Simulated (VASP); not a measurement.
Runs of VASP 6.6.1 on V. The structure is that of space group Fm-3m (No. 225), or close to it. The cells are those of the table. 

```tsv
task	spin	cell	k mesh	cutoff (eV)	gap on the mesh (eV)	pressure (GPa)	moment (μB)
relaxation of cell and atoms	off	relaxed from a = 2.667 Å, angles 60.0°, 1 atom	20 × 20 × 20	600	none	0.1	-
single point	collinear, ferromagnetic start	a = 2.667 Å, angles 60.0°, 1 atom	8 × 8 × 8	520	none	0.2	0.00
single point	collinear, ferromagnetic start	a = 3.026 Å, angles 60.0°, 1 atom	8 × 8 × 8	520	none	(a)	0.23
single point	off	a = 2.665 Å, angles 60.0°, 1 atom	20 × 20 × 20	520	none	0.2	-
relaxation of cell and atoms	collinear, ferromagnetic start	relaxed from a = 3.026 Å, angles 60.0°, 1 atom	8 × 8 × 8	600	none	-0.6	0.00
```

Alike in all rows: level PBEsol; potentials or basis VASP PAW PBE potentials, release 64 (V_sv); smearing gaussian 0.1 eV.

Task: Fill in the values left out.

Result: (a) -33.3.

Caveats: some runs use coarse meshes; the PAW data sets were made with another functional, which shifts forces and pressure a little.

A gap of «none» marks levels without a gap at the run's occupations.
